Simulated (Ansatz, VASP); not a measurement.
**One calculation of W, two programs**

Contents of INCAR:

```
PREC = Accurate
ENCUT = 520
EDIFF = 1E-6
ISMEAR = 1
SIGMA = 0.1
LREAL = False
LASPH = True
NELM = 60
ALGO = Normal
ISIF = 2
LWAVE = False
LCHARG = False
GGA = CA
NBANDS = 13
```

The input KPOINTS:

```
regular mesh
0
Gamma
  36 36 36
```

Contents of POSCAR:

```
W
1.0
   -1.5675063760      1.5675063760      1.5675063760
    1.5675063760     -1.5675063760      1.5675063760
    1.5675063760      1.5675063760     -1.5675063760
W
1
Direct
    0.0000000000      0.0000000000      0.0000000000
```

Input for Ansatz:

```yaml
crystal:
  lattice:
    - [-1.567506376, 1.567506376, 1.567506376]
    - [1.567506376, -1.567506376, 1.567506376]
    - [1.567506376, 1.567506376, -1.567506376]
  atoms:
    - { symbol: W, position: [0.0, 0.0, 0.0] }
kpoints:
  mp_grid: { grid: [36, 36, 36] }
scf:
  occupations: { method: cold, width: 0.1 }
hamiltonian:
  xc: lda
  pseudopotentials: { kind: paw }
output:
  forces: true
  stress: true
  populations: false
```

Alike in both runs: task single point; functional LDA; k mesh 36 × 36 × 36; no spin polarisation.

|  | VASP | Ansatz |
| --- | --- | --- |
| version | VASP 6.6.1 | Ansatz 0.2.0 |
| potentials or method | VASP PAW LDA potentials, release 64 (W_sv) | plane-wave PAW, scalar-relativistic |
| plane-wave cutoff (eV) | 520 | 420 |
| occupations | methfessel-paxton of order 1, width 0.1 eV | cold, width 0.1 eV |
| valence electrons in the cell | 14 | 14 |

|  | VASP | Ansatz | Ansatz less VASP |
| --- | --- | --- | --- |
| pressure (GPa) | 2.0 | 0.1 | -1.97 |

LDA's correlation is that of Perdew and Zunger in VASP and of Perdew and Wang (1992) in Ansatz.

Spin-orbit coupling is off throughout.
